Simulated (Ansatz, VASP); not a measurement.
**One calculation of CsPbBr3, two programs**

```xyz
5
Lattice="5.9430 0.0000 0.0000 0.0000 5.9430 0.0000 0.0000 0.0000 5.9430" Properties=species:S:1:pos:R:3 pbc="T T T"
Cs    0.0000    0.0000    0.0000
Pb    2.9715    2.9715    2.9715
Br    2.9715    2.9715    0.0000
Br    2.9715    0.0000    2.9715
Br    0.0000    2.9715    2.9715
```

Alike in both runs: task single point; functional PBE; k mesh 4 × 4 × 4; occupations fermi-dirac, width 0.02 eV; no spin polarisation.

|  | VASP | Ansatz |
| --- | --- | --- |
| version | VASP 6.6.1 | Ansatz 0.2.0 |
| potentials or method | VASP PAW PBE potentials, release 64 (Cs_sv, Pb_d, Br) | plane waves, PAW |
| plane-wave cutoff (eV) | 520 | 420 |
| valence electrons in the cell | 44 | 44 |

```tsv
	VASP	Ansatz	Ansatz less VASP
gap on the k mesh at the Fermi level (eV)	1.67	1.67	-0.006
pressure (GPa)	0.7	0.7	+0.01
```

Spin-orbit coupling is off throughout.
